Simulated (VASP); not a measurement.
Runs of VASP 6.6.1 on SiGe5. The structure is that of space group P3m1 (No. 156), or close to it. The cells are those of the table. 

| level | cell | gap on the mesh (eV) | pressure (GPa) | largest force (eV/Å) |
| --- | --- | --- | --- | --- |
| PBE | a = 3.951, b = 3.951, c = 9.680 Å, angles 90.0, 90.0, 120.0°, 6 atoms | 0.43 | 4.4 | 0.05 |
| r2SCAN | a = 3.984, b = 3.984, c = 9.730 Å, angles 90.0, 90.0, 120.0°, 6 atoms | (a) | 0.0 | 0.01 |
| PBE | a = 4.034, b = 4.034, c = 9.881 Å, angles 90.0, 90.0, 120.0°, 6 atoms | (c) | -0.1 | 0.02 |
| PBE | a = 4.074, b = 4.074, c = 9.979 Å, angles 90.0, 90.0, 120.0°, 6 atoms | none | -1.7 | 0.03 |
| PBE | a = 4.113, b = 4.113, c = 10.075 Å, angles 90.0, 90.0, 120.0°, 6 atoms | none | (b) | 0.05 |

Alike in all rows: task single point; potentials or basis VASP PAW PBE potentials, release 64 (Si, Ge_d); no spin polarisation; k mesh 6 × 6 × 2; cutoff (eV) 520; smearing gaussian 0.01 eV.

Q: Estimate the missing entries.

A: (a) 0.62; (b) -3.2; (c) 0.05.

Caveats: semilocal functionals underestimate gaps, so a narrow gap can read as zero (at least some runs); the cell stands under pressure (at least some runs); the PAW data sets were made with another functional, which shifts forces and pressure a little (at least some runs); the cell stands under tension (at least some runs).

A k mesh can miss the band edges, and the runs leave out spin-orbit coupling on Ge.

A gap of «none» marks levels without a gap at the run's occupations.
